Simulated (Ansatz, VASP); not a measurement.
**One calculation of Pb, two programs**

File INCAR:

```
SYSTEM = Pb
ALGO = Normal
EDIFF = 1E-6
ENCUT = 520
GGA = PE
ISIF = 2
ISMEAR = -1
LASPH = .True.
LCHARG = .False.
LREAL = .False.
LWAVE = .False.
NBANDS = 36
NELM = 60
PREC = Accurate
SIGMA = 0.1
```

Contents of KPOINTS:

```
k-points
0
Gamma
  11 11 3
  0 0 0
```

Contents of POSCAR:

```
Pb
1.0
    3.7110531098      0.0000000000      0.0000000000
   -1.8555265549      3.2138662678      0.0000000000
    0.0000000000      0.0000000000     11.9943252889
Pb
4
Direct
    1.0000000000      1.0000000000      0.0000000000
    1.0000000000      1.0000000000      0.5000000000
    0.3333333333      0.6666666667      0.2500000000
    0.6666666667      0.3333333333      0.7500000000
```

Input for Ansatz:

```yaml
crystal:
  lattice:
    - [3.7110531098, 0.0, 0.0]
    - [-1.8555265549, 3.2138662678, 0.0]
    - [0.0, 0.0, 11.9943252889]
  atoms:
    - { symbol: Pb, position: [1.0, 1.0, 0.0] }
    - { symbol: Pb, position: [1.0, 1.0, 0.5] }
    - { symbol: Pb, position: [0.3333333333, 0.6666666667, 0.25] }
    - { symbol: Pb, position: [0.6666666667, 0.3333333333, 0.75] }
hamiltonian:
  xc: pbe
  pseudopotentials:
    kind: paw
    azcp:
      Pb: "pseudopotentials/Pb.paw.azcp"
basis:
  ecutwfc: 420
  fft_grid_basis: typed
kpoints:
  mp_grid: { grid: [11, 11, 3], shift: [0, 0, 0] }
magnetization:
  spin_polarized: false
scf:
  occupations: { method: fermi_dirac, width: 0.1 }
  lower_state_search: "off"
output:
  stress: true
```

Alike in both runs: task single point; functional PBE; k mesh 11 × 11 × 3; occupations fermi-dirac, width 0.1 eV; no spin polarisation.

|  | VASP | Ansatz |
| --- | --- | --- |
| version | VASP 6.6.1 | Ansatz 0.2.0 |
| potentials or method | VASP PAW PBE potentials, release 64 (Pb_d), cutoff 520 eV | plane waves (420 eV) with PAW, scalar-relativistic |
| valence electrons in the cell | 56 | 56 |

```tsv
	VASP	Ansatz	Ansatz less VASP
pressure (GPa)	-3.4	-3.4	+0.05
```

Spin-orbit coupling is off throughout.
